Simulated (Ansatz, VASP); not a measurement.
**NaF in VASP and in Ansatz**

INCAR

```
PREC = Accurate
ENCUT = 520
EDIFF = 1E-7
ISMEAR = 0
SIGMA = 0.05
LREAL = False
LASPH = True
NELM = 100
ALGO = Normal
ISIF = 2
LWAVE = False
LCHARG = False
GGA = PE
NBANDS = 14
```

File KPOINTS:

```
regular mesh
0
Gamma
  10 10 10
```

Contents of POSCAR:

```
NaF
1.0
    0.0000000000      2.0699291914      2.9268798766
    2.0699291914      0.0000000000      2.9268798766
    2.0699291914      2.0699291914      0.0000000000
Na F
1 1
Direct
    0.0000000000      0.0000000000      0.0000000000
    0.5000000000      0.5000000000      0.5000000000
```

Input for Ansatz:

```yaml
crystal:
  lattice:
    - [0.0, 2.0699291914, 2.9268798766]
    - [2.0699291914, 0.0, 2.9268798766]
    - [2.0699291914, 2.0699291914, 0.0]
  atoms:
    - { symbol: Na, position: [0.0, 0.0, 0.0] }
    - { symbol: F, position: [0.5, 0.5, 0.5] }
basis:
  ecutwfc: 420
kpoints:
  mp_grid: { grid: [10, 10, 10] }
hamiltonian:
  xc: pbe
scf:
  occupations: { method: gaussian, width: 0.05 }
output:
  forces: true
  stress: true
  eigenvalues: true
```

Alike in both runs: task single point; functional PBE; k mesh 10 × 10 × 10; occupations gaussian, width 0.05 eV; no spin polarisation.

|  | VASP | Ansatz |
| --- | --- | --- |
| version | VASP 6.6.1 | Ansatz 0.2.0 |
| potentials or method | VASP PAW PBE potentials, release 64 (Na_pv, F), cutoff 520 eV | scalar-relativistic, plane waves, PAW |
| valence electrons in the cell | 14 | 16 |

VASP gave:

* gap on the k mesh at the Fermi level (eV): 6.00
* least direct gap on the mesh (eV): 6.00
* pressure (GPa): 14.6
* traceless stress, the component that is largest in VASP (GPa): -17.50

Problem. What did Ansatz give for the same quantities?

Solution. gap on the k mesh at the Fermi level (eV): 6.02; least direct gap on the mesh (eV): 6.02; pressure (GPa): 14.2; traceless stress, the component that is largest in VASP (GPa): -16.91.

VASP's potentials hold 14 valence electrons a cell and Ansatz's 16, so a difference there can come from the potentials and not from the codes.
